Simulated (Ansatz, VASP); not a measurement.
**Two plane-wave programs on Cd**

```
Cd
1.0
     3.62889    0.00000    0.00000
     0.00000    5.84646    0.00000
    -1.80722    0.00000    3.21513
Cd
2
Direct
  0.65156 0.25000 0.80423
  0.34844 0.75000 0.19577
```

Alike in both runs: task single point; functional PBE; k mesh 14 × 8 × 14; occupations gaussian, width 0.1 eV; no spin polarisation.

```csv
,VASP,Ansatz
version,VASP 6.6.1,Ansatz 0.2.0
potentials or method,"VASP PAW PBE potentials, release 64 (Cd), cutoff 520 eV","scalar-relativistic, plane waves, PAW"
valence electrons in the cell,24,40
```

|  | VASP | Ansatz | Ansatz less VASP |
| --- | --- | --- | --- |
| gap on the k mesh at the Fermi level (eV) | none | none | - |
| pressure (GPa) | -3.7 | -3.7 | -0.03 |
| traceless stress, the component that is largest in VASP (GPa) | -0.15 | -0.16 | -0.004 |
| rms of the force components (eV/Å) | 0.003 | 0.003 | +0.0007 |

Atom by atom the forces differ by 0.001 eV/Å (rms over components). A gap of «none» marks a metal or a gap that the smearing closes. The functional is the same, so the differences come from potentials, cutoffs and numerics. VASP's potentials hold 24 valence electrons a cell and Ansatz's 40, so a difference there can come from the potentials and not from the codes.
